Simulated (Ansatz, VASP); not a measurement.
## Two plane-wave programs on TaGe3Ru

```
Ta Ge Ru
1.0
     4.97371    0.00000    0.00000
    -2.48685    4.30736    0.00000
     0.00000    0.00000    4.95354
Ta Ge Ru
1 3 1
Direct
  0.00000 0.00000 0.50000
  0.50000 0.00000 0.00000
  0.00000 0.50000 0.00000
  0.50000 0.50000 0.00000
  0.00000 0.00000 0.00000
```

Alike in both runs: task single point; functional PBE; k mesh 6 × 6 × 4; occupations gaussian, width 0.1 eV; no spin polarisation.

|  | VASP | Ansatz |
| --- | --- | --- |
| version | VASP 6.6.1 | Ansatz 0.2.0 |
| potentials or method | VASP PAW PBE potentials, release 64 (Ta_pv, Ge_d, Ru_pv), cutoff 520 eV | scalar-relativistic, plane waves, PAW |
| valence electrons in the cell | 67 | 71 |

Ansatz gave:

* gap on the k mesh at the Fermi level (eV): none
* pressure (GPa): 11.9
* traceless stress, the component that is largest in VASP (GPa): -12.79

Task: What did VASP give for the same quantities?

Result: gap on the k mesh at the Fermi level (eV): none; pressure (GPa): 12.0; traceless stress, the component that is largest in VASP (GPa): -12.78.

A gap of «none» marks a metal or a gap that the smearing closes. The functional is the same, so the differences come from potentials, cutoffs and numerics. VASP's potentials hold 67 valence electrons a cell and Ansatz's 71, so a difference there can come from the potentials and not from the codes.

Neither program's run includes spin-orbit coupling.
